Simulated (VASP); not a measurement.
# Be16CO in VASP: further runs, part 2 of 2

VASP 6.6.1. The steps go on from the part before.

## (3) Single point, PBE

Input file INCAR:

```
  ALGO = Normal
  DIPOL = 0.5 0.5 0.308
  EDIFF = 1E-7
  ENCUT = 520
  GGA = PE
  IDIPOL = 3
  ISIF = 2
  ISMEAR = 0
  LASPH = T
  LCHARG = T
  LDIPOL = T
  LELF = T
  LREAL = Auto
  LVACPOTAV = T
  LVHAR = T
  LWAVE = F
  NBANDS = 36
  NELM = 60
  PREC = Accurate
  SIGMA = 0.1
```

Input file KPOINTS:

```
k-points
0
Gamma
  6 6 1
```

Input file POSCAR:

```
Be16CO
1.0
    4.5254381410      0.0000000000      0.0000000000
   -2.2627190705      3.9191443934      0.0000000000
    0.0000000000      0.0000000000     23.4761687145
Be C O
16 1 1
Direct
    0.3333333333      0.1666666667      0.1703855535
    0.3333333333      0.6666666667      0.1703855535
    0.8333333333      0.1666666667      0.1703855535
    0.8333333333      0.6666666667      0.1703855535
    0.1666666667      0.3333333333      0.2463521558
    0.1666666667      0.8333333333      0.2463521558
    0.6666666667      0.3333333333      0.2463521558
    0.6666666667      0.8333333333      0.2463521558
    0.3333333333      0.1666666667      0.3241941575
    0.3333333333      0.6666666667      0.3241941575
    0.8333333333      0.1666666667      0.3241941575
    0.8333333333      0.6666666667      0.3241941575
    0.1666666667      0.3333333333      0.4036505628
    0.1666666667      0.8333333333      0.4036505628
    0.6666666667      0.3333333333      0.4036505628
    0.6666666667      0.8333333333      0.4036505628
    0.1666666667      0.3333333333      0.4641374343
    0.2406624093      0.2593375907      0.5069293175
```

Potentials or basis: VASP PAW PBE potentials, release 64 (Be, C, O).

Launch:

```console
$ cat potpaw_PBE.64/Be/POTCAR potpaw_PBE.64/C/POTCAR potpaw_PBE.64/O/POTCAR > POTCAR
$ mpirun -np 1 vasp_std > vasp.out
```

OUTCAR:

```text
EDIFF = 1E-7
   ENCUT = 520
   GGA = PE
   ISIF = 2
   ISMEAR = 0
   LASPH = T
   LREAL = Auto
   NELM = 60
   PREC = Accurate

 ion  position               nearest neighbor table
   1  0.333  0.167  0.170-   5 2.21   7 2.21   6 2.21   3 2.26   3 2.26   2 2.26   2 2.26   4 2.26
                             4 2.26
   2  0.333  0.667  0.170-   6 2.21   8 2.21   5 2.21   4 2.26   4 2.26   3 2.26   1 2.26   1 2.26
                             3 2.26
   3  0.833  0.167  0.170-   7 2.21   5 2.21   8 2.21   1 2.26   1 2.26   2 2.26   4 2.26   4 2.26
                             2 2.26
   4  0.833  0.667  0.170-   8 2.21   6 2.21   7 2.21   2 2.26   2 2.26   1 2.26   3 2.26   3 2.26
                             1 2.26
   5  0.167  0.333  0.246-   1 2.21   3 2.21   2 2.21   9 2.25  11 2.25  10 2.25   7 2.26   7 2.26
                             6 2.26   6 2.26   8 2.26   8 2.26
   6  0.167  0.833  0.246-   2 2.21   4 2.21   1 2.21  10 2.25  12 2.25   9 2.25   8 2.26   8 2.26
                             7 2.26   5 2.26   5 2.26   7 2.26
   7  0.667  0.333  0.246-   3 2.21   1 2.21   4 2.21  11 2.25   9 2.25  12 2.25   5 2.26   5 2.26
                             6 2.26   8 2.26   8 2.26   6 2.26
   8  0.667  0.833  0.246-   4 2.21   2 2.21   3 2.21  12 2.25  10 2.25  11 2.25   6 2.26   6 2.26
                             5 2.26   7 2.26   7 2.26   5 2.26
   9  0.333  0.167  0.324-   5 2.25   7 2.25   6 2.25  11 2.26  11 2.26  12 2.26  10 2.26  10 2.26
                            12 2.26  13 2.28  15 2.28  14 2.28
  10  0.333  0.667  0.324-   6 2.25   8 2.25   5 2.25  12 2.26  12 2.26   9 2.26   9 2.26  11 2.26
                            11 2.26  14 2.28  16 2.28  13 2.28
  11  0.833  0.167  0.324-   7 2.25   5 2.25   8 2.25   9 2.26   9 2.26  12 2.26  12 2.26  10 2.26
                            10 2.26  15 2.28  13 2.28  16 2.28
  12  0.833  0.667  0.324-   8 2.25   6 2.25   7 2.25  10 2.26  10 2.26  11 2.26  11 2.26   9 2.26
                             9 2.26  16 2.28  14 2.28  15 2.28
  13  0.167  0.333  0.404-  17 1.42  15 2.26  15 2.26  14 2.26  14 2.26  16 2.26  16 2.26   9 2.28
                            11 2.28  10 2.28
  14  0.167  0.833  0.404-  16 2.26  16 2.26  13 2.26  13 2.26  15 2.26  15 2.26  10 2.28  12 2.28
                             9 2.28
  15  0.667  0.333  0.404-  13 2.26  13 2.26  16 2.26  16 2.26  14 2.26  14 2.26  11 2.28   9 2.28
                            12 2.28
  16  0.667  0.833  0.404-  14 2.26  14 2.26  15 2.26  15 2.26  13 2.26  13 2.26  12 2.28  10 2.28
                            11 2.28
  17  0.167  0.333  0.464-  18 1.16  13 1.42
  18  0.241  0.259  0.507-  17 1.16

  LATTYP: Found a hexagonal cell.
[... 202 lines left out ...]
 Free energy of the ion-electron system (eV)
  ---------------------------------------------------
  ext. energy  EPLUGINS =         0.00000000
  ---------------------------------------------------
  free energy    TOTEN  =       -70.41544557 eV

  energy without entropy =      -70.39973885  energy(sigma->0) =      -70.40759221

 E-fermi :  -1.3339     XC(G=0):  -4.5450

 val. band max:       -1.3936017340   @ k =   0.3333   0.1667   0.0000
 cond. band min:      -1.2696453311   @ k =   0.3333   0.3333   0.0000
 fundamental gap:      0.1239564030
 Fermi energy:        -1.3338978972

 k-point     1 :       0.0000    0.0000    0.0000
  band No.  band energies     occupation
      1     -24.8392      2.00000
      2     -11.8789      2.00000
      3     -11.2108      2.00000
      4      -9.8877      2.00000
      5      -8.6018      2.00000
      6      -7.8441      2.00000
[... 457 lines left out ...]
     32       4.4351      0.00000
     33       4.7277      0.00000
 [bands above 33 left out]

------------------------ aborting loop because EDIFF is reached ----------------------------------------

  FORCE on cell =-STRESS in cart. coord.  units (eV):
  Direction    XX          YY          ZZ          XY          YZ          ZX
  --------------------------------------------------------------------------------------
  -------------------------------------------------------------------------------------
  Total       -5.2985861     -5.1098155     12.1015109      0.1634801     -0.3388752      0.5869292
  in kB      -20.3887903    -19.6624070     46.5662281      0.6290664     -1.3039809      2.2584848
  external PRESSURE =       2.1716769 kB  Pullay stress =       0.0000000 kB

 VOLUME and BASIS-vectors are now :
 -----------------------------------------------------------------------------
  energy-cutoff  :      520.00
  volume of cell :      416.37
      direct lattice vectors                 reciprocal lattice vectors
     4.525438141  0.000000000  0.000000000     0.220973079  0.127578867  0.000000000
    -2.262719071  3.919144393  0.000000000     0.000000000  0.255157733  0.000000000
     0.000000000  0.000000000 23.476168715     0.000000000  0.000000000  0.042596388

 POSITION                                       TOTAL-FORCE (eV/Angst)
 -----------------------------------------------------------------------------------
      1.13136      0.65319      4.00000        -0.044335      0.025597     -0.146682
     -0.00000      2.61276      4.00000        -0.018760     -0.060205     -0.126913
      3.39408      0.65319      4.00000         0.042759      0.046350     -0.126913
      2.26272      2.61276      4.00000         0.017518     -0.010114     -0.117658
      0.00000      1.30638      5.78340        -0.003644      0.002104      0.492120
     -1.13136      3.26595      5.78340        -0.052763     -0.032688      0.241274
[... 10 lines left out ...]
      0.00000      1.30638     10.89617         1.564263     -0.903128      4.808254
      0.50229      1.01638     11.90076        -0.689611      0.398147      2.813760
 -----------------------------------------------------------------------------------
    total drift:                                0.001432     -0.000827     -0.002942

  FREE ENERGIE OF THE ION-ELECTRON SYSTEM (eV)
  ---------------------------------------------------
  free  energy   TOTEN  =       -70.4154455703 eV

  energy  without entropy=      -70.3997388539  energy(sigma->0) =      -70.40759221

 vacuum level on the upper side and lower side of the slab         4.265         3.941
```

stdout:

```text
POSCAR found type information on POSCAR BeC O
 POSCAR found :  3 types and      18 ions
 scaLAPACK will be used
 LDA part: xc-table for (Slater+PW92), standard interpolation
 POSCAR, INCAR and KPOINTS ok, starting setup
 FFT: planning ... GRIDC
 FFT: planning ... GRID_SOFT
 FFT: planning ... GRID
 WAVECAR not read
 entering main loop
 -----------------------------------------------------------------------------
|                                                                             |
|           W    W    AA    RRRRR   N    N  II  N    N   GGGG   !!!           |
|           W    W   A  A   R    R  NN   N  II  NN   N  G    G  !!!           |
|           W    W  A    A  R    R  N N  N  II  N N  N  G       !!!           |
|           W WW W  AAAAAA  RRRRR   N  N N  II  N  N N  G  GGG   !            |
|           WW  WW  A    A  R   R   N   NN  II  N   NN  G    G                |
|           W    W  A    A  R    R  N    N  II  N    N   GGGG   !!!           |
|                                                                             |
|     Did not find any points to average over, which means that no vacuum     |
|     field-free region was found. Please increase the size of  your cell     |
|     in the dimension of the dipole correction to obtain accurate            |
|     workfunction values.                                                    |
|                                                                             |
 -----------------------------------------------------------------------------
```

Wall time 9.7 min (1 thread of AMD EPYC 9R45 (Zen 5), shared host); peak memory 0.51 GiB.

What came out:

- Free energy: -70.4154 eV
- Largest force: 6.880 eV/Å
- Band gap on the k mesh: zero (band 21 reaches -1.04 eV, above the bottom of band 22 at -2.21 eV)

Forces on the atoms (eV/Å):
```
Be  -0.044  0.026 -0.147
Be  -0.019 -0.060 -0.127
Be   0.043  0.046 -0.127
Be   0.018 -0.010 -0.118
Be  -0.004  0.002  0.492
Be  -0.053 -0.033  0.241
Be   0.002  0.062  0.241
Be   0.056 -0.032  0.198
Be   0.150 -0.086 -0.032
Be  -0.021  0.155  0.057
Be  -0.145 -0.059  0.057
Be  -0.004  0.002 -0.071
Be  -0.666  0.384 -6.837
Be  -0.141  0.053 -0.509
Be  -0.116  0.095 -0.509
Be   0.070 -0.040 -0.433
C    1.564 -0.903  4.808
O   -0.690  0.398  2.814
```

## (4) Single point, PBE

Input file INCAR:

```
ALGO = Normal ; DIPOL = 0.5 0.5 0.310
EDIFF = 1E-6 ; ENCUT = 520
GGA = PE ; IDIPOL = 3
ISIF = 2 ; ISMEAR = 0
LASPH = T ; LCHARG = F
LDIPOL = T ; LREAL = Auto
LWAVE = F ; NBANDS = 36
NELM = 60 ; PREC = Accurate
SIGMA = 0.1
```

KPOINTS is that of step 3.

Edit POSCAR of step 3 so:

```diff
@@ -24,3 +24,3 @@
     0.6666666667      0.8333333333      0.4036505628
-    0.1666666667      0.3333333333      0.4641374343
-    0.2406624093      0.2593375907      0.5069293175
+    0.1666666667      0.3333333333      0.4828798452
+    0.2406624093      0.2593375907      0.5256717283
```

Potentials or basis: VASP PAW PBE potentials, release 64 (Be, C, O).

Launch:

```console
$ cat potpaw_PBE.64/Be/POTCAR potpaw_PBE.64/C/POTCAR potpaw_PBE.64/O/POTCAR > POTCAR
$ mpirun -np 1 vasp_std > vasp.out
```

OUTCAR:

```text
EDIFF = 1E-6
   ENCUT = 520
   GGA = PE
   ISIF = 2
   ISMEAR = 0
   LASPH = T
   LREAL = Auto
   NELM = 60
   PREC = Accurate

 ion  position               nearest neighbor table
   1  0.333  0.167  0.170-   5 2.21   7 2.21   6 2.21   3 2.26   3 2.26   2 2.26   2 2.26   4 2.26
                             4 2.26
   2  0.333  0.667  0.170-   6 2.21   8 2.21   5 2.21   4 2.26   4 2.26   3 2.26   1 2.26   1 2.26
                             3 2.26
   3  0.833  0.167  0.170-   7 2.21   5 2.21   8 2.21   1 2.26   1 2.26   2 2.26   4 2.26   4 2.26
                             2 2.26
   4  0.833  0.667  0.170-   8 2.21   6 2.21   7 2.21   2 2.26   2 2.26   1 2.26   3 2.26   3 2.26
                             1 2.26
   5  0.167  0.333  0.246-   1 2.21   3 2.21   2 2.21   9 2.25  11 2.25  10 2.25   7 2.26   7 2.26
                             6 2.26   6 2.26   8 2.26   8 2.26
   6  0.167  0.833  0.246-   2 2.21   4 2.21   1 2.21  10 2.25  12 2.25   9 2.25   8 2.26   8 2.26
                             7 2.26   5 2.26   5 2.26   7 2.26
   7  0.667  0.333  0.246-   3 2.21   1 2.21   4 2.21  11 2.25   9 2.25  12 2.25   5 2.26   5 2.26
                             6 2.26   8 2.26   8 2.26   6 2.26
   8  0.667  0.833  0.246-   4 2.21   2 2.21   3 2.21  12 2.25  10 2.25  11 2.25   6 2.26   6 2.26
                             5 2.26   7 2.26   7 2.26   5 2.26
   9  0.333  0.167  0.324-   5 2.25   7 2.25   6 2.25  11 2.26  11 2.26  12 2.26  10 2.26  10 2.26
                            12 2.26  13 2.28  15 2.28  14 2.28
  10  0.333  0.667  0.324-   6 2.25   8 2.25   5 2.25  12 2.26  12 2.26   9 2.26   9 2.26  11 2.26
                            11 2.26  14 2.28  16 2.28  13 2.28
  11  0.833  0.167  0.324-   7 2.25   5 2.25   8 2.25   9 2.26   9 2.26  12 2.26  12 2.26  10 2.26
                            10 2.26  15 2.28  13 2.28  16 2.28
  12  0.833  0.667  0.324-   8 2.25   6 2.25   7 2.25  10 2.26  10 2.26  11 2.26  11 2.26   9 2.26
                             9 2.26  16 2.28  14 2.28  15 2.28
  13  0.167  0.333  0.404-  17 1.86  15 2.26  15 2.26  14 2.26  14 2.26  16 2.26  16 2.26   9 2.28
                            11 2.28  10 2.28
  14  0.167  0.833  0.404-  16 2.26  16 2.26  13 2.26  13 2.26  15 2.26  15 2.26  10 2.28  12 2.28
                             9 2.28
  15  0.667  0.333  0.404-  13 2.26  13 2.26  16 2.26  16 2.26  14 2.26  14 2.26  11 2.28   9 2.28
                            12 2.28
  16  0.667  0.833  0.404-  14 2.26  14 2.26  15 2.26  15 2.26  13 2.26  13 2.26  12 2.28  10 2.28
                            11 2.28
  17  0.167  0.333  0.483-  18 1.16  13 1.86
  18  0.241  0.259  0.526-  17 1.16

  LATTYP: Found a hexagonal cell.
 ALAT       =     4.5254381410
[... 204 lines left out ...]
  ---------------------------------------------------
  free energy    TOTEN  =       -71.20006868 eV

  energy without entropy =      -71.17958160  energy(sigma->0) =      -71.18982514

 E-fermi :  -1.1778     XC(G=0):  -4.6489

 val. band max:       -1.2286854401   @ k =   0.5000   0.3333   0.0000
 cond. band min:      -1.0871744289   @ k =   0.1667   0.1667   0.0000
 fundamental gap:      0.1415110112
 Fermi energy:        -1.1777795634

 k-point     1 :       0.0000    0.0000    0.0000
  band No.  band energies     occupation
      1     -25.2321      2.00000
      2     -11.3558      2.00000
      3     -10.8059      2.00000
      4      -9.8722      2.00000
      5      -8.4981      2.00000
      6      -7.8608      2.00000
[... 457 lines left out ...]
     32       4.4265      0.00000
     33       4.7860      0.00000
 [bands above 33 left out]

------------------------ aborting loop because EDIFF is reached ----------------------------------------

 vacuum level on the upper side and lower side of the slab       (xc-potential included)        -0.193        -0.082

  FORCE on cell =-STRESS in cart. coord.  units (eV):
  Direction    XX          YY          ZZ          XY          YZ          ZX
  --------------------------------------------------------------------------------------
  -------------------------------------------------------------------------------------
  Total       -4.9994775     -4.7292523     -2.5231256      0.2340219     -0.0910446      0.1576796
  in kB      -19.2378301    -18.1980121     -9.7089069      0.9005088     -0.3503365      0.6067462
  external PRESSURE =     -15.7149164 kB  Pullay stress =       0.0000000 kB

 VOLUME and BASIS-vectors are now :
 -----------------------------------------------------------------------------
  energy-cutoff  :      520.00
  volume of cell :      416.37
      direct lattice vectors                 reciprocal lattice vectors
     4.525438141  0.000000000  0.000000000     0.220973079  0.127578867  0.000000000
    -2.262719071  3.919144393  0.000000000     0.000000000  0.255157733  0.000000000
     0.000000000  0.000000000 23.476168715     0.000000000  0.000000000  0.042596388

 POSITION                                       TOTAL-FORCE (eV/Angst)
 -----------------------------------------------------------------------------------
      1.13136      0.65319      4.00000        -0.021726      0.012543     -0.170667
     -0.00000      2.61276      4.00000        -0.018358     -0.031643     -0.112374
      3.39408      0.65319      4.00000         0.018225      0.031720     -0.112374
      2.26272      2.61276      4.00000         0.024468     -0.014126     -0.127911
      0.00000      1.30638      5.78340        -0.002519      0.001454      0.510333
     -1.13136      3.26595      5.78340        -0.055510     -0.023448      0.243776
[... 10 lines left out ...]
      0.00000      1.30638     11.33617         1.070283     -0.617928     -1.646075
      0.50229      1.01638     12.34076        -0.644118      0.371882      0.724109
 -----------------------------------------------------------------------------------
    total drift:                               -0.001302      0.000752     -0.010772

  FREE ENERGIE OF THE ION-ELECTRON SYSTEM (eV)
  ---------------------------------------------------
  free  energy   TOTEN  =       -71.2000686786 eV

  energy  without entropy=      -71.1795815959  energy(sigma->0) =      -71.18982514

 vacuum level on the upper side and lower side of the slab         3.886         4.010
```

OSZICAR:

```text
N       E                     dE             d eps       ncg     rms          rms(c)
DAV:   1     0.183532083097E+03    0.18353E+03   -0.14697E+04   936   0.880E+02
DAV:   2    -0.530925005924E+02   -0.23662E+03   -0.22850E+03  1304   0.191E+02
DAV:   3    -0.748598592598E+02   -0.21767E+02   -0.21119E+02  1128   0.545E+01
DAV:   4    -0.755064661019E+02   -0.64661E+00   -0.64209E+00  1336   0.106E+01
[... 16 lines left out ...]
DAV:  21    -0.712000529719E+02   -0.22256E-04   -0.18078E-06  1036   0.436E-03    0.586E-04
DAV:  22    -0.712000621149E+02   -0.91430E-05   -0.36097E-07   844   0.192E-03    0.311E-04
DAV:  23    -0.712000662583E+02   -0.41434E-05   -0.17336E-07   824   0.115E-03    0.157E-04
DAV:  24    -0.712000683297E+02   -0.20714E-05   -0.11427E-07   832   0.714E-04    0.970E-05
DAV:  25    -0.712000686786E+02   -0.34894E-06   -0.12038E-08   848   0.326E-04
   1 F= -.71200069E+02 E0= -.71189825E+02  d E =-.204871E-01
```

stdout:

```text
POSCAR found type information on POSCAR BeC O
 POSCAR found :  3 types and      18 ions
 scaLAPACK will be used
 LDA part: xc-table for (Slater+PW92), standard interpolation
 POSCAR, INCAR and KPOINTS ok, starting setup
 FFT: planning ... GRIDC
 FFT: planning ... GRID_SOFT
 FFT: planning ... GRID
 WAVECAR not read
 entering main loop
```

Wall time 7.5 min (1 thread of AMD EPYC 9R45 (Zen 5), shared host); peak memory 0.51 GiB.

What came out:

| Property | Result |
| --- | --- |
| Free energy | -71.2001 eV |
| Largest force | 2.058 eV/Å |
| Band gap on the k mesh | zero (band 21 reaches -0.74 eV, above the bottom of band 22 at -2.10 eV) |

Forces on the atoms (eV/Å):
```
Be  -0.022  0.013 -0.171
Be  -0.018 -0.032 -0.112
Be   0.018  0.032 -0.112
Be   0.024 -0.014 -0.128
Be  -0.003  0.001  0.510
Be  -0.056 -0.023  0.244
Be  -0.007  0.060  0.244
Be   0.060 -0.035  0.182
Be   0.217 -0.125 -0.112
Be  -0.008  0.224  0.143
Be  -0.198 -0.105  0.143
Be  -0.012  0.007 -0.151
Be  -0.140  0.081  1.585
Be  -0.134  0.229 -0.469
Be  -0.265  0.001 -0.469
Be   0.118 -0.068 -0.404
C    1.070 -0.618 -1.646
O   -0.644  0.372  0.724
```
